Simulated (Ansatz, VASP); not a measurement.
# Two plane-wave programs on Ge

```
CELL_PARAMETERS angstrom
2.95092 2.95092 0.00000
-2.95092 2.95092 0.00000
0.00000 0.00000 5.51618
ATOMIC_POSITIONS crystal
Ge 0.50000 0.50000 0.50000
Ge 0.50000 0.00000 0.25000
Ge 0.00000 0.00000 0.00000
Ge 0.00000 0.50000 0.75000
```

Alike in both runs: task single point; functional r2SCAN; k mesh 10 × 10 × 6; occupations gaussian, width 0.02 eV; no spin polarisation.

|  | VASP | Ansatz |
| --- | --- | --- |
| version | VASP 6.6.1 | Ansatz 0.2.0 |
| potentials or method | VASP PAW PBE potentials, release 64 (Ge_d), cutoff 520 eV | scalar-relativistic, plane waves, PAW |
| valence electrons in the cell | 56 | 56 |

Ansatz gave:

- gap on the k mesh at the Fermi level (eV): 0.27
- least direct gap on the mesh (eV): 0.49
- pressure (GPa): -3.1
- traceless stress, the component that is largest in VASP (GPa): 3.12

Task: Estimate VASP's values.

Result: gap on the k mesh at the Fermi level (eV): 0.25; least direct gap on the mesh (eV): 0.49; pressure (GPa): -3.1; traceless stress, the component that is largest in VASP (GPa): 3.09.

VASP's potentials were made for PBE, not for r2SCAN. Ansatz's warnings: band edges overlap.
